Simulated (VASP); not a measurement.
# Sc3Ga2As (P6/mmm) in VASP: a series of runs

Sc3Ga2As is run at these levels: PBE; tasks: single point, relaxation of cell and atoms.

Program: VASP 6.6.1. These are calculated values, not measurements. Logs are shortened: lines on timing, memory, paths and dates and some standing lists are left out, and cuts for length are marked.

### 1 The cell of the first run

Symmetry: P6/mmm, No. 191, hexagonal system. The conventional cell has a = 5.829 Å, b = 5.829 Å, c = 3.493 Å, α = 90.00°, β = 90.00°, γ = 120.00°. Within 3.2 Å of Sc (site symmetry mmm) lie 4 Ga at 2.43 Å and 4 Sc at 2.91 Å. Ga (site symmetry -6m2) has 6 Sc at 2.43 Å within 3.2 Å. As (site symmetry 6/mmm) has 6 Ga at 3.37 Å and 12 Sc at 3.40 Å and 2 As at 3.49 Å within 4.4 Å.

The cell was built from a structure type or drawn by symmetry, and may not be a known phase.

### 2 Single point, PBE

INCAR

```
ALGO = Normal
EDIFF = 1E-6
ENCUT = 520
GGA = PE
ISIF = 2
ISMEAR = 0
LASPH = T
LCHARG = F
LREAL = F
LWAVE = F
NBANDS = 41
NELM = 100
PREC = Accurate
SIGMA = 0.1
```

KPOINTS

```
k-points
0
Gamma
  3 3 6
```

POSCAR

```
Sc3Ga2As
1.0
    5.8287183000      0.0000000000      0.0000000000
   -2.9143591500      5.0478181200      0.0000000000
    0.0000000000      0.0000000000      3.4934618100
Sc Ga As
3 2 1
Direct
    0.5000000000      0.0000000000      0.5000000000
    0.5000000000      0.5000000000      0.5000000000
    0.0000000000      0.5000000000      0.5000000000
    0.3333333300      0.6666666700      0.0000000000
    0.6666666700      0.3333333300      0.0000000000
    0.0000000000      0.0000000000      0.0000000000
```

Potentials or basis: VASP PAW PBE potentials, release 64 (Sc_sv, Ga_d, As).

On the command line:

```sh
$ cat potpaw_PBE.64/Sc_sv/POTCAR potpaw_PBE.64/Ga_d/POTCAR potpaw_PBE.64/As/POTCAR > POTCAR
$ mpirun -np 1 vasp_std > vasp.out
```

OUTCAR:

```text
EDIFF = 1E-6
   ENCUT = 520
   GGA = PE
   ISIF = 2
   ISMEAR = 0
   LASPH = T
   LREAL = F
   NELM = 100
   PREC = Accurate

 ion  position               nearest neighbor table
   1  0.500  0.000  0.500-   4 2.43   5 2.43   4 2.43   5 2.43   2 2.91   3 2.91   2 2.91   3 2.91

   2  0.500  0.500  0.500-   4 2.43   5 2.43   4 2.43   5 2.43   3 2.91   3 2.91   1 2.91   1 2.91

   3  0.000  0.500  0.500-   4 2.43   5 2.43   4 2.43   5 2.43   2 2.91   2 2.91   1 2.91   1 2.91

   4  0.333  0.667  0.000-   3 2.43   3 2.43   1 2.43   1 2.43   2 2.43   2 2.43
   5  0.667  0.333  0.000-   3 2.43   3 2.43   1 2.43   1 2.43   2 2.43   2 2.43
   6  0.000  0.000  0.000-

  LATTYP: Found a hexagonal cell.
 ALAT       =     5.8287183000
 C/A-ratio  =     0.5993533450

  Lattice vectors:

 A1 = (   5.8287183000,   0.0000000000,   0.0000000000)
 A2 = (  -2.9143591500,   5.0478181200,   0.0000000000)
 A3 = (   0.0000000000,   0.0000000000,   3.4934618100)

Analysis of symmetry for initial positions (statically):
=====================================================================
 Subroutine PRICEL returns:
 Original cell was already a primitive cell.

 Routine SETGRP: Setting up the symmetry group for a
 hexagonal supercell.

 Subroutine GETGRP returns: Found 24 space group operations
 (whereof 24 operations were pure point group operations)
 out of a pool of 24 trial point group operations.

The static configuration has the point symmetry D_6h.

Analysis of symmetry for dynamics (positions and initial velocities):
=====================================================================
 Subroutine PRICEL returns:
 Original cell was already a primitive cell.

 Routine SETGRP: Setting up the symmetry group for a
 hexagonal supercell.

 Subroutine GETGRP returns: Found 24 space group operations
 (whereof 24 operations were pure point group operations)
 out of a pool of 24 trial point group operations.

The dynamic configuration has the point symmetry D_6h.

 Subroutine INISYM returns: Found 24 space group operations
 (whereof 24 operations are pure point group operations),
 and found     1 'primitive' translations

----------------------------------------------------------------------------------------

                                     Primitive cell

  volume of cell :     102.7857

  direct lattice vectors                    reciprocal lattice vectors
     5.828718300  0.000000000  0.000000000     0.171564304  0.099052697  0.000000000
    -2.914359150  5.047818120  0.000000000     0.000000000  0.198105394  0.000000000
     0.000000000  0.000000000  3.493461810     0.000000000  0.000000000  0.286249014

  length of vectors
     5.828718300  5.828718301  3.493461810     0.198105395  0.198105394  0.286249014

  position of ions in fractional coordinates (direct lattice)
     0.500000000  0.000000000  0.500000000
     0.500000000  0.500000000  0.500000000
     0.000000000  0.500000000  0.500000000
     0.333333330  0.666666670  0.000000000
     0.666666670  0.333333330  0.000000000
     0.000000000  0.000000000  0.000000000

  ion indices of the primitive-cell ions
   primitive index   ion index
                 1           1
                 2           2
                 3           3
                 4           4
                 5           5
                 6           6

----------------------------------------------------------------------------------------

 KPOINTS: k-points

Automatic generation of k-mesh.
 Grid dimensions read from file:
 generate k-points for:    3    3    6

 Generating k-lattice:

  Cartesian coordinates                     Fractional coordinates (reciprocal lattice)
     0.057188101  0.033017566  0.000000000     0.333333333 -0.000000000  0.000000000
     0.000000000  0.066035131  0.000000000     0.000000000  0.333333333  0.000000000
     0.000000000  0.000000000  0.047708169     0.000000000  0.000000000  0.166666667

  Length of vectors
     0.066035132  0.066035131  0.047708169

  Shift w.r.t. Gamma in fractional coordinates (k-lattice)
     0.000000000  0.000000000  0.000000000

 Subroutine IBZKPT returns following result:
 ===========================================

 Found     12 irreducible k-points:

 Following reciprocal coordinates:
            Coordinates               Weight
  0.000000  0.000000  0.000000      1.000000
  0.333333 -0.000000  0.000000      6.000000
  0.333333  0.333333  0.000000      2.000000
  0.000000  0.000000  0.166667      2.000000
  0.333333 -0.000000  0.166667     12.000000
  0.333333  0.333333  0.166667      4.000000
  0.000000  0.000000  0.333333      2.000000
  0.333333 -0.000000  0.333333     12.000000
  0.333333  0.333333  0.333333      4.000000
  0.000000  0.000000  0.500000      1.000000
  0.333333 -0.000000  0.500000      6.000000
  0.333333  0.333333  0.500000      2.000000
   k-points           NKPTS =     12   k-points in BZ     NKDIM =     12   number of bands    NBANDS=     41
   number of dos      NEDOS =    301   number of ions     NIONS =      6
   total plane-waves  NPLWV =  64512
   dimension x,y,z NGX =    48 NGY =   48 NGZ =   28
   dimension x,y,z NGXF=    96 NGYF=   96 NGZF=   56
   ions per type =               3   2   1
   NGX,Y,Z   is equivalent  to a cutoff of  13.69, 13.69, 13.32 a.u.
   NGXF,Y,Z  is equivalent  to a cutoff of  27.38, 27.38, 26.65 a.u.
 SYSTEM =  unknown system
   PREC   = accura    normal or accurate (medium, high low for compatibility)
   ISTART =      0    job   : 0-new  1-cont  2-samecut
   ICHARG =      2    charge: 1-file 2-atom 10-const
   ISPIN  =      1    spin polarized calculation?
   LNONCOLLINEAR =      F non collinear calculations
   LSORBIT =      F    spin-orbit coupling
   LASPH  =      T    aspherical Exc in radial PAW
   ENCUT  =  520.0 eV  38.22 Ry    6.18 a.u.  10.84 10.84  6.50*2*pi/ulx,y,z
   NELM   =    100;   NELMIN=  2; NELMDL= -5     # of ELM steps
   EDIFF  = 0.1E-05   stopping-criterion for ELM
   LREAL  =      F    real-space projection
   EDIFFG = 0.1E-04   stopping-criterion for IOM
   NSW    =      0    number of steps for IOM
   IBRION =     -1    ionic relax: 0-MD 1-quasi-New 2-CG
   NFREE  =      0    steps in history (QN), initial steepest desc. (CG)
   ISIF   =      2    stress and relaxation
   ISYM   =      2    0-nonsym 1-usesym 2-fastsym
   POTIM  = 0.5000    time-step for ionic-motion
   TEBEG  =    0.0;   TEEND  =   0.0 temperature during run
   PSTRESS=    0.0 pullay stress
   NELECT =      64.0000    total number of electrons
   NUPDOWN=      -1.0000    fix difference up-down
   EMIN   =  10.00;   EMAX   =-10.00  energy-range for DOS
   EFERMI =   0.00;   METHOD = LEGACY
   ISMEAR =     0;   SIGMA  =   0.10  broadening in eV -4-tet -1-fermi 0-gaus
   EFERMI_NEDOS =   21; number of points for ismear=-14 and -15
   IALGO  =     38    algorithm
   IMIX   =      4    mixing-type and parameters
     AMIX     =   0.40;   BMIX     =  1.00
     AMIX_MAG =   1.60;   BMIX_MAG =  1.00
  volume/ion in A,a.u.               =      17.13       115.61
  Fermi-wavevector in a.u.,A,eV,Ry     =   1.397947  2.641736 26.589248  1.954255
  Thomas-Fermi vector in A             =   2.521153
   LORBIT       =      0    0 simple, 1 ext, 2 COOP (PROOUT), +10 PAW based schemes
   GGA     = PE    functional components
   LHFCALC =     F    Hartree Fock is set to
   AEXX    =    0.0000 exact exchange contribution
   IVDW    =     0    specifies the selected vdW correction
   LEPSILON=     F    determine dielectric tensor
   LRPA    =     F    only Hartree local field effects (RPA)
 non-spin polarized calculation
 Gauss-broadening in eV      SIGMA  =   0.10
  energy-cutoff  :      520.00
  volume of cell :      102.79
 maximum number of plane-waves:      2791
 NGX is ok and might be reduce to    48
   NGX = 21   NGY = 21   NGZ = 13

 number of electron      63.9999980 magnetization

 Free energy of the ion-electron system (eV)
  ---------------------------------------------------
  ext. energy  EPLUGINS =         0.00000000
  ---------------------------------------------------
  free energy    TOTEN  =       -25.29298085 eV

  energy without entropy =      -25.27694928  energy(sigma->0) =      -25.28496506

 E-fermi :   6.2341     XC(G=0): -11.2674

 val. band max:        6.2090593693   @ k =   0.3333  -0.0000   0.0000
 cond. band min:       6.2497351369   @ k =   0.3333   0.3333   0.0000
 fundamental gap:      0.0406757676
 Fermi energy:         6.2340651340

 k-point     1 :       0.0000    0.0000    0.0000
  band No.  band energies     occupation
      1     -42.5157      2.00000
      2     -42.3875      2.00000
      3     -42.3875      2.00000
      4     -21.7355      2.00000
      5     -21.4911      2.00000
      6     -21.4911      2.00000
[... 33 lines left out ...]
     40       9.9632      0.00000
     41       9.9676      0.00000

 k-point     2 :       0.3333   -0.0000    0.0000
  band No.  band energies     occupation
      1     -42.4889      2.00000
      2     -42.4149      2.00000
      3     -42.3876      2.00000
      4     -21.5949      2.00000
      5     -21.4342      2.00000
      6     -21.3885      2.00000
[... 33 lines left out ...]
     40       9.3865      0.00000
     41       9.4840      0.00000

 k-point     3 :       0.3333    0.3333    0.0000
  band No.  band energies     occupation
      1     -42.4520      2.00000
      2     -42.4520      2.00000
      3     -42.3876      2.00000
      4     -21.4215      2.00000
      5     -21.4006      2.00000
      6     -21.4006      2.00000
[... 33 lines left out ...]
     40       9.5458      0.00000
     41       9.8189      0.00000

 k-point     4 :       0.0000    0.0000    0.1667
  band No.  band energies     occupation
      1     -42.5122      2.00000
      2     -42.3850      2.00000
      3     -42.3850      2.00000
      4     -21.7199      2.00000
      5     -21.4877      2.00000
      6     -21.4877      2.00000
[... 297 lines left out ...]
     40       9.3524      0.00000
     41       9.6898      0.00000

 k-point    11 :       0.3333   -0.0000    0.5000
  band No.  band energies     occupation
      1     -42.4756      2.00000
      2     -42.4038      2.00000
      3     -42.3773      2.00000
      4     -21.5527      2.00000
      5     -21.4093      2.00000
      6     -21.3949      2.00000
[... 33 lines left out ...]
     40       9.2559      0.00000
     41       9.5105      0.00000

 k-point    12 :       0.3333    0.3333    0.5000
  band No.  band energies     occupation
      1     -42.4399      2.00000
      2     -42.4399      2.00000
      3     -42.3773      2.00000
      4     -21.4031      2.00000
      5     -21.3768      2.00000
      6     -21.3768      2.00000
[... 33 lines left out ...]
     40       8.8347      0.00000
     41       9.1158      0.00000

------------------------ aborting loop because EDIFF is reached ----------------------------------------

  FORCE on cell =-STRESS in cart. coord.  units (eV):
  Direction    XX          YY          ZZ          XY          YZ          ZX
  --------------------------------------------------------------------------------------
  -------------------------------------------------------------------------------------
  Total       21.0191187     21.0191187     30.9738658      0.0000000     -0.0000000      0.0000000
  in kB      327.6365323    327.6365324    482.8066353      0.0000000     -0.0000000      0.0000000
  external PRESSURE =     379.3599000 kB  Pullay stress =       0.0000000 kB

 VOLUME and BASIS-vectors are now :
 -----------------------------------------------------------------------------
  energy-cutoff  :      520.00
  volume of cell :      102.79
      direct lattice vectors                 reciprocal lattice vectors
     5.828718300  0.000000000  0.000000000     0.171564304  0.099052697  0.000000000
    -2.914359150  5.047818120  0.000000000     0.000000000  0.198105394  0.000000000
     0.000000000  0.000000000  3.493461810     0.000000000  0.000000000  0.286249014

 POSITION                                       TOTAL-FORCE (eV/Angst)
 -----------------------------------------------------------------------------------
      2.91436      0.00000      1.74673        -0.000000      0.000000      0.000000
      1.45718      2.52391      1.74673        -0.000000      0.000000      0.000000
     -1.45718      2.52391      1.74673        -0.000000      0.000000      0.000000
     -0.00000      3.36521      0.00000         0.000000     -0.000000      0.000000
      2.91436      1.68261      0.00000        -0.000000      0.000000      0.000000
      0.00000      0.00000      0.00000        -0.000000      0.000000      0.000000
 -----------------------------------------------------------------------------------
    total drift:                               -0.000000      0.000000     -0.000000

  FREE ENERGIE OF THE ION-ELECTRON SYSTEM (eV)
  ---------------------------------------------------
  free  energy   TOTEN  =       -25.2929808476 eV

  energy  without entropy=      -25.2769492756  energy(sigma->0) =      -25.28496506
```

It took 1.7 min on 1 thread of Oxide Virtual Turin-like, shared host; peak memory 0.22 GiB.

What came out:

```yaml
Free_energy: -25.2930 eV
Pressure: 37.9 GPa
Band_gap_on_the_k_mesh: zero (bands 32 and 33 overlap by 0.69 eV)
```

Stress tensor (GPa, compression positive):
```
32.76  0.00  0.00
 0.00 32.76  0.00
 0.00  0.00 48.28
```

Caveat: the k points lie up to 0.41 Å⁻¹ apart, too coarse for converged energies and pressures of a metal.

[end of part 1 of 2]
